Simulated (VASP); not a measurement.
# Ti (Fm-3m) in VASP: notebook

The runs below take Ti through single point, with revPBE.

Everything below comes from runs of VASP 6.6.1. Logs are shortened: lines on timing, memory, paths and dates and some standing lists are left out, and cuts for length are marked.

## Step 1: The cell of the first run

The structure is cubic, space group Fm-3m (No. 225). The conventional cell has a = 4.305 Å, b = 4.305 Å, c = 4.305 Å, α = 90.00°, β = 90.00°, γ = 90.00°. Ti (site symmetry m-3m) has 12 Ti at 3.04 Å within 4.0 Å.

## Step 2: Single point, revPBE (volume scaled by 1.12)

Input file INCAR:

```
  PREC = Accurate
  ENCUT = 520
  EDIFF = 1E-6
  ISMEAR = -1
  SIGMA = 0.1
  LREAL = F
  LASPH = T
  NELM = 80
  ALGO = Normal
  ISIF = 2
  LWAVE = F
  LCHARG = T
  GGA = RE
  LELF = T
  LVHAR = T
  NBANDS = 12
```

Input file KPOINTS:

```
regular mesh
0
Gamma
  15 15 15
```

Input file POSCAR:

```
Ti
1.0
    0.0000000000      2.1525493961      2.1525493961
    2.1525493961      0.0000000000      2.1525493961
    2.1525493961      2.1525493961      0.0000000000
Ti
1
Direct
    0.0000000000      0.0000000000      0.0000000000
```

Potentials or basis: VASP PAW PBE potentials, release 64 (Ti_sv).

On the command line:

```sh
cat potpaw_PBE.64/Ti_sv/POTCAR > POTCAR
mpirun -np 1 vasp_std > vasp.out
```

OUTCAR:

```text
PREC = Accurate
   ENCUT = 520
   EDIFF = 1E-6
   ISMEAR = -1
   LREAL = F
   LASPH = T
   NELM = 80
   ISIF = 2
   GGA = RE

 ion  position               nearest neighbor table
   1  0.000  0.000  0.000-

  LATTYP: Found a face centered cubic cell.
 ALAT       =     4.3050987922

  Lattice vectors:

 A1 = (   0.0000000000,   2.1525493961,   2.1525493961)
 A2 = (   2.1525493961,   0.0000000000,   2.1525493961)
 A3 = (   2.1525493961,   2.1525493961,   0.0000000000)

Analysis of symmetry for initial positions (statically):
=====================================================================
 Subroutine PRICEL returns:
 Original cell was already a primitive cell.

 Routine SETGRP: Setting up the symmetry group for a
 face centered cubic supercell.

 Subroutine GETGRP returns: Found 48 space group operations
 (whereof 48 operations were pure point group operations)
 out of a pool of 48 trial point group operations.

The static configuration has the point symmetry O_h .

Analysis of symmetry for dynamics (positions and initial velocities):
=====================================================================
 Subroutine PRICEL returns:
 Original cell was already a primitive cell.

 Routine SETGRP: Setting up the symmetry group for a
 face centered cubic supercell.

 Subroutine GETGRP returns: Found 48 space group operations
 (whereof 48 operations were pure point group operations)
 out of a pool of 48 trial point group operations.

The dynamic configuration has the point symmetry O_h .

 Subroutine INISYM returns: Found 48 space group operations
 (whereof 48 operations are pure point group operations),
 and found     1 'primitive' translations

----------------------------------------------------------------------------------------

                                     Primitive cell

  volume of cell :      19.9475

  direct lattice vectors                    reciprocal lattice vectors
     0.000000000  2.152549396  2.152549396    -0.232282707  0.232282707  0.232282707
     2.152549396  0.000000000  2.152549396     0.232282707 -0.232282707  0.232282707
     2.152549396  2.152549396  0.000000000     0.232282707  0.232282707 -0.232282707

  length of vectors
     3.044164550  3.044164550  3.044164550     0.402325450  0.402325450  0.402325450

  position of ions in fractional coordinates (direct lattice)
     0.000000000  0.000000000  0.000000000

  ion indices of the primitive-cell ions
   primitive index   ion index
                 1           1

----------------------------------------------------------------------------------------

 KPOINTS: regular mesh

Automatic generation of k-mesh.
 Grid dimensions read from file:
 generate k-points for:   15   15   15

 Generating k-lattice:

  Cartesian coordinates                     Fractional coordinates (reciprocal lattice)
    -0.015485514  0.015485514  0.015485514     0.066666667  0.000000000  0.000000000
     0.015485514 -0.015485514  0.015485514     0.000000000  0.066666667  0.000000000
     0.015485514  0.015485514 -0.015485514     0.000000000  0.000000000  0.066666667

  Length of vectors
     0.026821697  0.026821697  0.026821697

  Shift w.r.t. Gamma in fractional coordinates (k-lattice)
     0.000000000  0.000000000  0.000000000

 Subroutine IBZKPT returns following result:
 ===========================================

 Found    120 irreducible k-points:

 Following reciprocal coordinates:
            Coordinates               Weight
  0.000000  0.000000  0.000000      1.000000
  0.066667  0.000000  0.000000      8.000000
  0.133333  0.000000  0.000000      8.000000
  0.200000  0.000000  0.000000      8.000000
  0.266667  0.000000  0.000000      8.000000
  0.333333  0.000000  0.000000      8.000000
[... 16 lines left out ...]
  0.133333  0.133333  0.000000      6.000000
  0.200000  0.133333  0.000000     24.000000
 [... further k-points ...]
   k-points           NKPTS =    120   k-points in BZ     NKDIM =    120   number of bands    NBANDS=     12
   number of dos      NEDOS =    301   number of ions     NIONS =      1
   total plane-waves  NPLWV =  13824
   dimension x,y,z NGX =    24 NGY =   24 NGZ =   24
   dimension x,y,z NGXF=    48 NGYF=   48 NGZF=   48
   ions per type =               1
   NGX,Y,Z   is equivalent  to a cutoff of  13.11, 13.11, 13.11 a.u.
   NGXF,Y,Z  is equivalent  to a cutoff of  26.21, 26.21, 26.21 a.u.
 SYSTEM =  unknown system
   PREC   = accura    normal or accurate (medium, high low for compatibility)
   ISTART =      0    job   : 0-new  1-cont  2-samecut
   ICHARG =      2    charge: 1-file 2-atom 10-const
   ISPIN  =      1    spin polarized calculation?
   LNONCOLLINEAR =      F non collinear calculations
   LSORBIT =      F    spin-orbit coupling
   LASPH  =      T    aspherical Exc in radial PAW
   ENCUT  =  520.0 eV  38.22 Ry    6.18 a.u.   5.66  5.66  5.66*2*pi/ulx,y,z
   NELM   =     80;   NELMIN=  2; NELMDL= -5     # of ELM steps
   EDIFF  = 0.1E-05   stopping-criterion for ELM
   LREAL  =      F    real-space projection
   EDIFFG = 0.1E-04   stopping-criterion for IOM
   NSW    =      0    number of steps for IOM
   IBRION =     -1    ionic relax: 0-MD 1-quasi-New 2-CG
   NFREE  =      0    steps in history (QN), initial steepest desc. (CG)
   ISIF   =      2    stress and relaxation
   ISYM   =      2    0-nonsym 1-usesym 2-fastsym
   POTIM  = 0.5000    time-step for ionic-motion
   TEBEG  =    0.0;   TEEND  =   0.0 temperature during run
   PSTRESS=    0.0 pullay stress
   NELECT =      12.0000    total number of electrons
   NUPDOWN=      -1.0000    fix difference up-down
   EMIN   =  10.00;   EMAX   =-10.00  energy-range for DOS
   EFERMI =   0.00;   METHOD = LEGACY
   ISMEAR =    -1;   SIGMA  =   0.10  broadening in eV -4-tet -1-fermi 0-gaus
   EFERMI_NEDOS =   21; number of points for ismear=-14 and -15
   IALGO  =     38    algorithm
   IMIX   =      4    mixing-type and parameters
     AMIX     =   0.40;   BMIX     =  1.00
     AMIX_MAG =   1.60;   BMIX_MAG =  1.00
  volume/ion in A,a.u.               =      19.95       134.61
  Fermi-wavevector in a.u.,A,eV,Ry     =   1.381992  2.611586 25.985784  1.909901
  Thomas-Fermi vector in A             =   2.506725
   LORBIT       =      0    0 simple, 1 ext, 2 COOP (PROOUT), +10 PAW based schemes
   GGA     = RE    functional components
   LHFCALC =     F    Hartree Fock is set to
   AEXX    =    0.0000 exact exchange contribution
   IVDW    =     0    specifies the selected vdW correction
   LEPSILON=     F    determine dielectric tensor
   LRPA    =     F    only Hartree local field effects (RPA)
 non-spin polarized calculation
  energy-cutoff  :      520.00
  volume of cell :       19.95
 maximum number of plane-waves:       548
   NGX = 11   NGY = 11   NGZ = 11

 number of electron      12.0000003 magnetization

 Free energy of the ion-electron system (eV)
  ---------------------------------------------------
  ext. energy  EPLUGINS =         0.00000000
  ---------------------------------------------------
  free energy    TOTEN  =        -7.41903824 eV

  energy without entropy =       -7.35336778  energy(sigma->0) =       -7.38620301

 E-fermi :   6.9155     XC(G=0): -10.7829

 val. band max:        6.8796158846   @ k =  -0.2000   0.1333   0.0000
 cond. band min:       6.9172649541   @ k =  -0.4000   0.3333   0.1333
 fundamental gap:      0.0376490695
 Fermi energy:         6.9154801963

 k-point     1 :       0.0000    0.0000    0.0000
  band No.  band energies     occupation
      1     -50.1490      2.00000
      2     -26.0854      2.00000
      3     -26.0854      2.00000
      4     -26.0854      2.00000
      5       1.1616      2.00000
      6       7.7000      0.00078
      7       7.7000      0.00078
      8       7.7000      0.00078
      9       9.0545      0.00000
     10       9.0545      0.00000
     11      21.3577      0.00000
     12      25.2037      0.00000

 k-point     2 :       0.0667    0.0000    0.0000
  band No.  band energies     occupation
      1     -50.1462      2.00000
      2     -26.1038      2.00000
      3     -26.0878      2.00000
      4     -26.0878      2.00000
      5       1.2883      2.00000
      6       7.6276      0.00161
      7       7.7430      0.00051
      8       7.7430      0.00051
      9       9.0285      0.00000
     10       9.0285      0.00000
     11      21.4089      0.00000
     12      24.1204      0.00000

 k-point     3 :       0.1333    0.0000    0.0000
  band No.  band energies     occupation
      1     -50.1380      2.00000
      2     -26.1557      2.00000
      3     -26.0946      2.00000
      4     -26.0946      2.00000
      5       1.6585      2.00000
      6       7.4351      0.01101
      7       7.8467      0.00018
      8       7.8467      0.00018
      9       8.9803      0.00000
     10       8.9803      0.00000
     11      21.1882      0.00000
     12      22.6290      0.00000
[... 286 lines left out ...]
 k-point    23 :       0.1333    0.1333    0.0000
  band No.  band energies     occupation
      1     -50.1343      2.00000
      2     -26.1538      2.00000
      3     -26.1102      2.00000
      4     -26.1102      2.00000
      5       1.8208      2.00000
      6       7.2713      0.05541
      7       7.9764      0.00005
      8       7.9764      0.00005
      9       8.6443      0.00000
     10       9.1894      0.00000
     11      21.6734      0.00000
     12      23.1612      0.00000

 k-point    24 :       0.2000    0.1333    0.0000
  band No.  band energies     occupation
      1     -50.1253      2.00000
      2     -26.2031      2.00000
      3     -26.1228      2.00000
      4     -26.1194      2.00000
      5       2.2475      2.00000
      6       7.0577      0.38876
      7       8.0660      0.00002
      8       8.1140      0.00001
      9       8.5331      0.00000
     10       9.2593      0.00000
     11      21.1860      0.00000
     12      22.1440      0.00000

 [... further k-points ...]

------------------------ aborting loop because EDIFF is reached ----------------------------------------

  FORCE on cell =-STRESS in cart. coord.  units (eV):
  Direction    XX          YY          ZZ          XY          YZ          ZX
  --------------------------------------------------------------------------------------
  -------------------------------------------------------------------------------------
  Total       -1.1904937     -1.1904937     -1.1904937      0.0000000     -0.0000000      0.0000000
  in kB      -95.6199034    -95.6199034    -95.6199034      0.0000000     -0.0000000      0.0000000
  external PRESSURE =     -95.6199034 kB  Pullay stress =       0.0000000 kB

 VOLUME and BASIS-vectors are now :
 -----------------------------------------------------------------------------
  energy-cutoff  :      520.00
  volume of cell :       19.95
      direct lattice vectors                 reciprocal lattice vectors
     0.000000000  2.152549396  2.152549396    -0.232282707  0.232282707  0.232282707
     2.152549396  0.000000000  2.152549396     0.232282707 -0.232282707  0.232282707
     2.152549396  2.152549396  0.000000000     0.232282707  0.232282707 -0.232282707

 POSITION                                       TOTAL-FORCE (eV/Angst)
 -----------------------------------------------------------------------------------
      0.00000      0.00000      0.00000         0.000000      0.000000      0.000000
 -----------------------------------------------------------------------------------
    total drift:                                0.000000     -0.000000     -0.000000

  FREE ENERGIE OF THE ION-ELECTRON SYSTEM (eV)
  ---------------------------------------------------
  free  energy   TOTEN  =        -7.4190382434 eV

  energy  without entropy=       -7.3533677777  energy(sigma->0) =       -7.38620301
```

Wall time 17 s (1 thread of AMD EPYC 9R45 (Zen 5), shared host); peak memory 0.12 GiB.

Results:

- Free energy: -7.4190 eV
- Pressure: -9.6 GPa
- Band gap on the k mesh: zero (band 6 reaches 7.70 eV, above the bottom of band 7 at 6.68 eV)

Caveat: the cell differs from its parent crystal (volume scaled by 1.12); the PAW data sets were made with another functional, which shifts forces and pressure a little.

## Step 3: Single point, revPBE

This run uses another cell than the first one, of 17.81 Å³/atom, 0.893 times its volume.

Input file INCAR:

```
  PREC = Accurate
  ENCUT = 520
  EDIFF = 1E-7
  ISMEAR = -1
  SIGMA = 0.1
  LREAL = F
  LASPH = T
  NELM = 80
  ALGO = Normal
  ISIF = 2
  LWAVE = F
  LCHARG = F
  GGA = RE
  NBANDS = 12
```

Input file KPOINTS:

```
regular mesh
0
Gamma
  21 21 21
```

Input file POSCAR:

```
Ti
1.0
    0.0000000000      2.0727509303      2.0727509303
    2.0727509303      0.0000000000      2.0727509303
    2.0727509303      2.0727509303      0.0000000000
Ti
1
Direct
    0.0000000000      0.0000000000      0.0000000000
```

Potentials or basis: VASP PAW PBE potentials, release 64 (Ti_sv).

On the command line:

```sh
cat potpaw_PBE.64/Ti_sv/POTCAR > POTCAR
mpirun -np 1 vasp_std > vasp.out
```

Wall time 38 s (1 thread of AMD EPYC 9R45 (Zen 5), shared host); peak memory 0.15 GiB.

Results (log left out):

* Free energy: -7.4892 eV
* Pressure: -0.2 GPa
* Band gap on the k mesh: zero (band 6 reaches 8.91 eV, above the bottom of band 7 at 7.62 eV)

Levels at points of the mesh, in eV from the Fermi level:
```csv
k point,band 3,band 4,band 5,band 6,band 7,band 8,band 9,band 10
"(0.00, 0.00, 0.00)",-32.69,-32.69,-6.05,0.87,0.87,0.87,2.45,2.45
```

Caveat: the PAW data sets were made with another functional, which shifts forces and pressure a little.
